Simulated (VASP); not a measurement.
Input of a VASP 6.6.1 run:

File INCAR:

```
PREC = Accurate
ENCUT = 520
EDIFF = 1E-7
ISMEAR = 0
SIGMA = 0.2
LREAL = False
LASPH = True
NELM = 80
ALGO = Normal
ISIF = 2
LWAVE = False
LCHARG = True
GGA = PE
LELF = True
LVHAR = True
NBANDS = 46
```

KPOINTS

```
regular mesh
0
Gamma
  4 4 4
```

POSCAR

```
CdHg3Se4
1.0
    6.2444690000      0.0000000000      0.0000000000
    0.0000000000      6.2444690000      0.0000000000
    0.0000000000      0.0000000000      6.2444690000
Cd Hg Se
1 3 4
Direct
    0.0000000000      0.0000000000      0.0000000000
    0.5000000000      0.0000000000      0.5000000000
    0.5000000000      0.5000000000      0.0000000000
    0.0000000000      0.5000000000      0.5000000000
    0.7514980000      0.2485020000      0.2485020000
    0.7514980000      0.7514980000      0.7514980000
    0.2485020000      0.2485020000      0.7514980000
    0.2485020000      0.7514980000      0.2485020000
```

Potentials or basis: VASP PAW PBE potentials, release 64 (Cd, Hg, Se).

The run is started by

```console
$ cat potpaw_PBE.64/Cd/POTCAR potpaw_PBE.64/Hg/POTCAR potpaw_PBE.64/Se/POTCAR > POTCAR
$ mpirun -np 1 vasp_std > vasp.out
```

(1) Estimate the band gap on the k mesh.

(2) Predict the pressure.

## Answers

(1) zero (filled and empty bands touch).

(2) 0.2 GPa.

Caveat: semilocal functionals underestimate gaps, so a narrow gap can read as zero; spin-orbit coupling is left out, which moves the levels of the heavy elements.
